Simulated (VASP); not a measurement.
Write the native input for VASP 6.6.1 that does the following.

| Property | Result |
| --- | --- |
| Task | single point |
| Functional | PBE |
| Potentials or basis | VASP PAW PBE potentials, release 64 (Li_sv, H) |
| Cutoff | 520 eV |
| k mesh | 6 × 6 × 6 |
| Occupations | gaussian, width 0.1 eV |
| Spin | no spin polarisation |
| Dipole correction | no |
| Further INCAR settings | ALGO = Normal; EDIFF = 1e-06; NBANDS = 14 |

The structure of LiH2 lies in POSCAR:

```
LiH2
1.0
   -2.4077216778      2.4077216778      3.2606225800
    2.4077216778     -2.4077216778      3.2606225800
    2.4077216778      2.4077216778     -3.2606225800
Li H
2 4
Direct
    0.0000000000      0.5000000000      0.5000000000
    0.5000000000      0.0000000000      0.5000000000
    0.3620990571      0.3622201347      0.7243191918
    0.3622201347      0.6379009429      0.0001210776
    0.6377798653      0.3620990571      0.9998789224
    0.6379009429      0.6377798653      0.2756808082
```

The cell was built from a structure type or drawn by symmetry, and may not be a known phase.

These files were run (other wordings do the same):

INCAR

```
SYSTEM = LiH2
PREC = Accurate
ENCUT = 520
EDIFF = 1E-6
ISMEAR = 0
SIGMA = 0.1
LREAL = .False.
LASPH = .True.
NELM = 60
ALGO = Normal
ISIF = 2
LWAVE = .False.
LCHARG = .False.
GGA = PE
NBANDS = 14
```

KPOINTS

```
Automatic mesh
0
Gamma
  6 6 6
  0 0 0
```

Potentials or basis: VASP PAW PBE potentials, release 64 (Li_sv, H).

Run with:

```bash
$ cat potpaw_PBE.64/Li_sv/POTCAR potpaw_PBE.64/H/POTCAR > POTCAR
$ mpirun -np 1 vasp_std > vasp.out
```

Results of the run:

- Largest force: 0.029 eV/Å
- Band gap on the k mesh: 1.60 eV (least direct gap 1.80 eV)

Wall time 24 s on 1 thread of AMD EPYC 9R45 (Zen 5), on a shared host, peak memory 0.17 GiB.
